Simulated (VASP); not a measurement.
# Sr (P6/mmm) in VASP: further runs, part 2 of 2

VASP 6.6.1.

**3. Single point, PBE**

INCAR reads:

```
ALGO = Normal ; EDIFF = 1E-6
ENCUT = 520 ; GGA = PE
ISIF = 2 ; ISMEAR = -1
LASPH = True ; LCHARG = False
LREAL = False ; LWAVE = False
NBANDS = 22 ; NELM = 80
PREC = Accurate ; SIGMA = 0.1
```

KPOINTS reads:

```
k-points
0
Gamma
  7 7 9
```

POSCAR reads:

```
Sr
1.0
    5.8362767315      0.0000000000      0.0000000000
   -2.9181383657      5.0543639130      0.0000000000
    0.0000000000      0.0000000000      3.4150607250
Sr
3
Direct
    0.0000000000      0.0000000000      0.0000000000
    0.3333333333      0.6666666667      0.5000000000
    0.6666666667      0.3333333333      0.5000000000
```

Potentials or basis: VASP PAW PBE potentials, release 64 (Sr_sv).

Launch:

```bash
$ cat potpaw_PBE.64/Sr_sv/POTCAR > POTCAR
$ mpirun -np 1 vasp_std > vasp.out
```

OUTCAR:

```text
EDIFF = 1E-6
   ENCUT = 520
   GGA = PE
   ISIF = 2
   ISMEAR = -1
   LASPH = True
   LREAL = False
   NELM = 80
   PREC = Accurate

 ion  position               nearest neighbor table
   1  0.000  0.000  0.000-   2 3.78   3 3.78   2 3.78   3 3.78   2 3.78   2 3.78   3 3.78   3 3.78
                             3 3.78   3 3.78   2 3.78   2 3.78
   2  0.333  0.667  0.500-   3 3.37   3 3.37   3 3.37   1 3.78   1 3.78   1 3.78   1 3.78   1 3.78
                             1 3.78   3 4.80   3 4.80   3 4.80   3 4.80   3 4.80   3 4.80
   3  0.667  0.333  0.500-   2 3.37   2 3.37   2 3.37   1 3.78   1 3.78   1 3.78   1 3.78   1 3.78
                             1 3.78   2 4.80   2 4.80   2 4.80   2 4.80   2 4.80   2 4.80

  LATTYP: Found a hexagonal cell.
 ALAT       =     5.8362767315
 C/A-ratio  =     0.5851437281

  Lattice vectors:

 A1 = (   5.8362767315,   0.0000000000,   0.0000000000)
 A2 = (  -2.9181383657,   5.0543639130,   0.0000000000)
 A3 = (   0.0000000000,   0.0000000000,   3.4150607250)

Analysis of symmetry for initial positions (statically):
=====================================================================
 Subroutine PRICEL returns:
 Original cell was already a primitive cell.

 Routine SETGRP: Setting up the symmetry group for a
 hexagonal supercell.

 Subroutine GETGRP returns: Found 24 space group operations
 (whereof 24 operations were pure point group operations)
 out of a pool of 24 trial point group operations.

The static configuration has the point symmetry D_6h.

Analysis of symmetry for dynamics (positions and initial velocities):
=====================================================================
 Subroutine PRICEL returns:
 Original cell was already a primitive cell.

 Routine SETGRP: Setting up the symmetry group for a
 hexagonal supercell.

 Subroutine GETGRP returns: Found 24 space group operations
 (whereof 24 operations were pure point group operations)
 out of a pool of 24 trial point group operations.

The dynamic configuration has the point symmetry D_6h.

 Subroutine INISYM returns: Found 24 space group operations
 (whereof 24 operations are pure point group operations),
 and found     1 'primitive' translations

----------------------------------------------------------------------------------------

                                     Primitive cell

  volume of cell :     100.7397

  direct lattice vectors                    reciprocal lattice vectors
     5.836276731  0.000000000  0.000000000     0.171342115  0.098924416  0.000000000
    -2.918138366  5.054363913  0.000000000     0.000000000  0.197848833  0.000000000
     0.000000000  0.000000000  3.415060725     0.000000000  0.000000000  0.292820562

  length of vectors
     5.836276731  5.836276731  3.415060725     0.197848833  0.197848833  0.292820562

  position of ions in fractional coordinates (direct lattice)
     0.000000000  0.000000000  0.000000000
     0.333333333  0.666666667  0.500000000
     0.666666667  0.333333333  0.500000000

  ion indices of the primitive-cell ions
   primitive index   ion index
                 1           1
                 2           2
                 3           3

----------------------------------------------------------------------------------------

 KPOINTS: k-points

Automatic generation of k-mesh.
 Grid dimensions read from file:
 generate k-points for:    7    7    9

 Generating k-lattice:

  Cartesian coordinates                     Fractional coordinates (reciprocal lattice)
     0.024477445  0.014132059  0.000000000     0.142857143  0.000000000  0.000000000
     0.000000000  0.028264119  0.000000000     0.000000000  0.142857143  0.000000000
     0.000000000  0.000000000  0.032535618     0.000000000  0.000000000  0.111111111

  Length of vectors
     0.028264119  0.028264119  0.032535618

  Shift w.r.t. Gamma in fractional coordinates (k-lattice)
     0.000000000  0.000000000  0.000000000

 Subroutine IBZKPT returns following result:
 ===========================================

 Found     40 irreducible k-points:

 Following reciprocal coordinates:
            Coordinates               Weight
  0.000000  0.000000  0.000000      1.000000
  0.142857  0.000000  0.000000      6.000000
  0.285714  0.000000  0.000000      6.000000
  0.428571  0.000000  0.000000      6.000000
  0.142857  0.142857  0.000000      6.000000
  0.285714  0.142857  0.000000     12.000000
[... 16 lines left out ...]
  0.428571  0.142857  0.222222     12.000000
  0.285714  0.285714  0.222222     12.000000
 [... further k-points ...]
   k-points           NKPTS =     40   k-points in BZ     NKDIM =     40   number of bands    NBANDS=     22
   number of dos      NEDOS =    301   number of ions     NIONS =      3
   total plane-waves  NPLWV =  64512
   dimension x,y,z NGX =    48 NGY =   48 NGZ =   28
   dimension x,y,z NGXF=    96 NGYF=   96 NGZF=   56
   ions per type =               3
   NGX,Y,Z   is equivalent  to a cutoff of  13.67, 13.67, 13.63 a.u.
   NGXF,Y,Z  is equivalent  to a cutoff of  27.35, 27.35, 27.26 a.u.
 SYSTEM =  unknown system
   PREC   = accura    normal or accurate (medium, high low for compatibility)
   ISTART =      0    job   : 0-new  1-cont  2-samecut
   ICHARG =      2    charge: 1-file 2-atom 10-const
   ISPIN  =      1    spin polarized calculation?
   LNONCOLLINEAR =      F non collinear calculations
   LSORBIT =      F    spin-orbit coupling
   LASPH  =      T    aspherical Exc in radial PAW
   ENCUT  =  520.0 eV  38.22 Ry    6.18 a.u.  10.85 10.85  6.35*2*pi/ulx,y,z
   NELM   =     80;   NELMIN=  2; NELMDL= -5     # of ELM steps
   EDIFF  = 0.1E-05   stopping-criterion for ELM
   LREAL  =      F    real-space projection
   EDIFFG = 0.1E-04   stopping-criterion for IOM
   NSW    =      0    number of steps for IOM
   IBRION =     -1    ionic relax: 0-MD 1-quasi-New 2-CG
   NFREE  =      0    steps in history (QN), initial steepest desc. (CG)
   ISIF   =      2    stress and relaxation
   ISYM   =      2    0-nonsym 1-usesym 2-fastsym
   POTIM  = 0.5000    time-step for ionic-motion
   TEBEG  =    0.0;   TEEND  =   0.0 temperature during run
   PSTRESS=    0.0 pullay stress
   NELECT =      30.0000    total number of electrons
   NUPDOWN=      -1.0000    fix difference up-down
   EMIN   =  10.00;   EMAX   =-10.00  energy-range for DOS
   EFERMI =   0.00;   METHOD = LEGACY
   ISMEAR =    -1;   SIGMA  =   0.10  broadening in eV -4-tet -1-fermi 0-gaus
   EFERMI_NEDOS =   21; number of points for ismear=-14 and -15
   IALGO  =     38    algorithm
   IMIX   =      4    mixing-type and parameters
     AMIX     =   0.40;   BMIX     =  1.00
     AMIX_MAG =   1.60;   BMIX_MAG =  1.00
  volume/ion in A,a.u.               =      33.58       226.61
  Fermi-wavevector in a.u.,A,eV,Ry     =   1.093239  2.065921 16.261285  1.195171
  Thomas-Fermi vector in A             =   2.229520
   LORBIT       =      0    0 simple, 1 ext, 2 COOP (PROOUT), +10 PAW based schemes
   GGA     = PE    functional components
   LHFCALC =     F    Hartree Fock is set to
   AEXX    =    0.0000 exact exchange contribution
   IVDW    =     0    specifies the selected vdW correction
   LEPSILON=     F    determine dielectric tensor
   LRPA    =     F    only Hartree local field effects (RPA)
 non-spin polarized calculation
  energy-cutoff  :      520.00
  volume of cell :      100.74
 maximum number of plane-waves:      2749
 NGX is ok and might be reduce to    48

 number of electron      30.0000000 magnetization

 Free energy of the ion-electron system (eV)
  ---------------------------------------------------
  ext. energy  EPLUGINS =         0.00000000
  ---------------------------------------------------
  free energy    TOTEN  =        -3.07966435 eV

  energy without entropy =       -2.96350990  energy(sigma->0) =       -3.02158712

 E-fermi :   3.4935     XC(G=0):  -9.0253

 val. band max:        3.4677136104   @ k =   0.1429   0.1429   0.3333
 cond. band min:       3.4941277113   @ k =   0.2857   0.0000   0.3333
 fundamental gap:      0.0264141009
 Fermi energy:         3.4935328262

 k-point     1 :       0.0000    0.0000    0.0000
  band No.  band energies     occupation
      1     -32.2952      2.00000
      2     -32.1449      2.00000
      3     -32.0828      2.00000
      4     -14.6673      2.00000
      5     -14.6673      2.00000
      6     -14.3886      2.00000
[... 14 lines left out ...]
     21       6.9581      0.00000
     22       6.9581      0.00000
[... 552 lines left out ...]
  band No.  band energies     occupation
      1     -32.1953      2.00000
      2     -32.1700      2.00000
      3     -32.0640      2.00000
      4     -14.7473      2.00000
      5     -14.5180      2.00000
      6     -14.4100      2.00000
[... 14 lines left out ...]
     21       5.9841      0.00000
     22       6.5700      0.00000

 [... further k-points ...]
[... 5 lines left out ...]
  --------------------------------------------------------------------------------------
  -------------------------------------------------------------------------------------
  Total        7.6082174      7.6082174      7.6125524      0.0000000     -0.0000000     -0.0000000
  in kB      121.0020378    121.0020378    121.0709821      0.0000000     -0.0000000     -0.0000000
  external PRESSURE =     121.0250193 kB  Pullay stress =       0.0000000 kB

 VOLUME and BASIS-vectors are now :
 -----------------------------------------------------------------------------
  energy-cutoff  :      520.00
  volume of cell :      100.74
      direct lattice vectors                 reciprocal lattice vectors
     5.836276731  0.000000000  0.000000000     0.171342115  0.098924416  0.000000000
    -2.918138366  5.054363913  0.000000000     0.000000000  0.197848833  0.000000000
     0.000000000  0.000000000  3.415060725     0.000000000  0.000000000  0.292820562

 POSITION                                       TOTAL-FORCE (eV/Angst)
 -----------------------------------------------------------------------------------
      0.00000      0.00000      0.00000        -0.000000      0.000000     -0.000000
     -0.00000      3.36958      1.70753        -0.000000      0.000000      0.000000
      2.91814      1.68479      1.70753         0.000000      0.000000     -0.000000
 -----------------------------------------------------------------------------------
    total drift:                               -0.000000      0.000000     -0.000000

  FREE ENERGIE OF THE ION-ELECTRON SYSTEM (eV)
  ---------------------------------------------------
  free  energy   TOTEN  =        -3.0796643480 eV

  energy  without entropy=       -2.9635099005  energy(sigma->0) =       -3.02158712
```

OSZICAR:

```text
N       E                     dE             d eps       ncg     rms          rms(c)
DAV:   1     0.173305573146E+03    0.17331E+03   -0.14782E+04  1760   0.125E+03
DAV:   2     0.864025962753E+01   -0.16467E+03   -0.15990E+03  2144   0.274E+02
DAV:   3    -0.275058922218E+01   -0.11391E+02   -0.11102E+02  3000   0.512E+01
DAV:   4    -0.313791338577E+01   -0.38732E+00   -0.38587E+00  2434   0.826E+00
DAV:   5    -0.314590923343E+01   -0.79958E-02   -0.79925E-02  2524   0.117E+00    0.266E+01
DAV:   6    -0.309880235453E+01    0.47107E-01   -0.36507E-02  3218   0.114E+00    0.156E+01
DAV:   7    -0.307917916727E+01    0.19623E-01   -0.56840E-02  3136   0.147E+00    0.397E-01
DAV:   8    -0.307956294431E+01   -0.38378E-03   -0.20440E-03  2462   0.270E-01    0.167E-01
DAV:   9    -0.307966290642E+01   -0.99962E-04   -0.21250E-04  2398   0.113E-01    0.689E-02
DAV:  10    -0.307966532399E+01   -0.24176E-05   -0.25664E-05  2488   0.365E-02    0.187E-02
DAV:  11    -0.307966413110E+01    0.11929E-05   -0.33211E-06  2338   0.960E-03    0.685E-03
DAV:  12    -0.307966434801E+01   -0.21691E-06   -0.32477E-07  1246   0.390E-03
   1 F= -.30796643E+01 E0= -.30215871E+01  d E =-.116154E+00
```

stdout:

```text
POSCAR found type information on POSCAR Sr
 POSCAR found :  1 types and       3 ions
 scaLAPACK will be used
 LDA part: xc-table for (Slater+PW92), standard interpolation
 POSCAR, INCAR and KPOINTS ok, starting setup
 FFT: planning ... GRIDC
 FFT: planning ... GRID_SOFT
 FFT: planning ... GRID
 WAVECAR not read
 entering main loop
```

Wall time 59 s (1 thread of AMD EPYC 9R45 (Zen 5), shared host); peak memory 0.23 GiB.

Results:

* Free energy: -3.0797 eV
* Pressure: 12.1 GPa
* Band gap on the k mesh: zero (band 15 reaches 4.17 eV, above the bottom of band 16 at 3.29 eV)

**4. Relaxation of cell and atoms, PBE, target pressure 12 GPa, at which the enthalpy is minimised**

This run uses another cell than the first one: it holds 1 atom, not 3.

INCAR reads:

```
PREC     = Accurate       # precision mode
ENCUT    = 600            # plane-wave cutoff, eV
EDIFF    = 1E-6           # SCF threshold, eV
ISMEAR   = -1             # smearing method
SIGMA    = 0.1            # smearing width, eV
LREAL    = False          # projectors in reciprocal space
LASPH    = True           # aspherical terms in the spheres
NELM     = 60             # most SCF steps
ALGO     = Normal         # electronic algorithm
ISIF     = 3              # what is computed and relaxed
LWAVE    = False          # write WAVECAR
LCHARG   = False          # write CHGCAR
GGA      = PE             # functional
IBRION   = 2              # ionic algorithm
NSW      = 32             # ionic steps
EDIFFG   = -0.005         # ionic threshold
PSTRESS  = 120.0
```

KPOINTS reads:

```
Automatic mesh
0
Gamma
  13 13 12
```

POSCAR reads:

```
Sr
1.0
    3.4536931153      0.0000000000      0.0000000000
   -1.7268465577      2.9909859747      0.0000000000
    0.0000000000      0.0000000000      3.1475193622
Sr
1
Direct
    0.0000000000      0.0000000000      0.0000000000
```

Launch:

```bash
$ cat potpaw_PBE.64/Sr_sv/POTCAR > POTCAR
$ mpirun -np 1 vasp_std > vasp.out
```

Run time: 46 s. Hardware: 1 thread of AMD EPYC 9R45 (Zen 5), shared host; peak memory 0.18 GiB.

The run converged. Its results:

```yaml
Free_energy: -0.8583 eV
Relaxed_volume: 32.61 Å³/atom
Relaxed_cell: a = 3.456 Å, b = 3.456 Å, c = 3.152 Å, α = 90.00°, β = 90.00°, γ = 120.00°
Space_group_after_relaxing_to_0.05_Å: P6/mmm (No. 191)
Energy_change_on_relaxing_the_enthalpy_is_what_falls: -7.3 meV/atom
Ionic_steps: 3
Pressure_after_relaxing: 12.0 GPa
Band_gap_on_the_k_mesh: zero (band 5 reaches 4.12 eV, above the bottom of band 6 at 3.41 eV)
```

The path:
```tsv
step	energy change (eV)	largest force (eV/Å)	pressure (GPa)	volume (Å³)
1	0.0000	0.0000	12.14	32.51
2	-0.0098	0.0000	11.95	32.64
3	-0.0073	0.0000	12.01	32.61
```

Final structure:
```
CELL_PARAMETERS angstrom
3.45645 0.00000 0.00000
-1.72822 2.99337 0.00000
0.00000 0.00000 3.15186
ATOMIC_POSITIONS crystal
Sr 0.00000 0.00000 0.00000
```

Levels at points of the mesh, in eV from the Fermi level:
```csv
k point,band 1,band 2,band 3,band 4,band 5,band 6,band 7,band 8,band 9
"(0.00, 0.00, 0.00)",-36.14,-17.64,-17.64,-17.45,-4.03,0.47,2.78,2.78,7.79
"(0.00, 0.00, 0.50)",-35.96,-18.96,-17.49,-17.49,-0.91,0.77,3.77,3.77,4.29
```

Caveat: the cell is relaxed towards a set pressure, so the enthalpy falls and the energy may rise.

**5. Relaxation of cell and atoms, PBE, target pressure 12 GPa, at which the enthalpy is minimised**

This run uses another cell than the first one: it holds 1 atom, not 3.

INCAR reads:

```
ALGO = Normal ; EDIFF = 1E-7
EDIFFG = -0.005 ; ENCUT = 600
GGA = PE ; IBRION = 2
ISIF = 3 ; ISMEAR = -1
LASPH = True ; LCHARG = False
LREAL = False ; LWAVE = False
NELM = 60 ; NSW = 60
PREC = Accurate ; PSTRESS = 120.0
SIGMA = 0.1
```

KPOINTS reads:

```
k-points
0
Gamma
  13 13 12
```

POSCAR reads:

```
Sr
1.0
    3.4816189280      0.0000000000      0.0000000000
   -1.7408094640      3.0151704379      0.0000000000
    0.0000000000      0.0000000000      3.2727217923
Sr
1
Direct
    0.0000000000      0.0000000000      0.0000000000
```

Launch:

```bash
$ cat potpaw_PBE.64/Sr_sv/POTCAR > POTCAR
$ mpirun -np 1 vasp_std > vasp.out
```

Run time: 1.8 min. Hardware: 1 thread of AMD EPYC 9R45 (Zen 5), shared host; peak memory 0.19 GiB.

It converged, with:

| Item | Value |
| --- | --- |
| Free energy | -0.8594 eV |
| Relaxed volume | 32.62 Å³/atom |
| Relaxed cell | a = 3.457 Å, b = 3.457 Å, c = 3.153 Å, α = 90.00°, β = 90.00°, γ = 120.00° |
| Space group after relaxing (to 0.05 Å) | P6/mmm (No. 191) |
| Energy change on relaxing (the enthalpy is what falls) | +110.7 meV/atom |
| Ionic steps | 7 |
| Pressure after relaxing | 12.0 GPa |
| Band gap on the k mesh | zero (band 5 reaches 4.12 eV, above the bottom of band 6 at 3.41 eV) |

Step by step:
```csv
step,energy change (eV),largest force (eV/Å),pressure (GPa),volume (Å³)
1,0.0000,0.0000,9.97,34.36
2,0.1420,0.0000,12.53,32.22
3,0.1130,0.0000,12.03,32.59
4,0.1104,0.0000,11.99,32.63
5,0.1089,0.0000,11.96,32.65
6,0.1092,0.0000,11.96,32.64
7,0.1107,0.0000,11.99,32.62
```

Final structure:
```yaml
crystal:
  lattice:
    - [3.45676, 0.00000, 0.00000]
    - [-1.72838, 2.99364, 0.00000]
    - [0.00000, 0.00000, 3.15257]
  atoms:
    - { symbol: Sr, position: [0.00000, 0.00000, 0.00000] }
```

Levels at points of the mesh, in eV from the Fermi level:
```csv
k point,band 1,band 2,band 3,band 4,band 5,band 6,band 7,band 8,band 9
"(0.00, 0.00, 0.00)",-36.14,-17.64,-17.64,-17.46,-4.03,0.47,2.78,2.78,7.79
"(0.00, 0.00, 0.50)",-35.96,-18.96,-17.49,-17.49,-0.91,0.77,3.77,3.77,4.29
```

Caveat: the cell is relaxed towards a set pressure, so the enthalpy falls and the energy may rise.

**6. Overview**

| task | cell | k mesh | cutoff (eV) | gap on the mesh (eV) | pressure (GPa) |
| --- | --- | --- | --- | --- | --- |
| single point | a = 5.836, b = 5.836, c = 3.415 Å, angles 90.0, 90.0, 120.0°, 3 atoms | 7 × 7 × 9 | 520 | none | 12.1 |
| relaxation of cell and atoms | relaxed to 12 GPa from a = 3.454, b = 3.454, c = 3.148 Å, angles 90.0, 90.0, 120.0°, 1 atom | 13 × 13 × 12 | 600 | none | 12.0 |
| relaxation of cell and atoms | relaxed to 12 GPa from a = 3.482, b = 3.482, c = 3.273 Å, angles 90.0, 90.0, 120.0°, 1 atom | 13 × 13 × 12 | 600 | none | 12.0 |

Alike in all rows: level PBE; potentials or basis VASP PAW PBE potentials, release 64 (Sr_sv); no spin polarisation; smearing fermi-dirac 0.1 eV.

Caveats: the cell is relaxed towards a set pressure, so the enthalpy falls and the energy may rise (some runs).

Absolute energies hang on the potentials; compare differences alone.
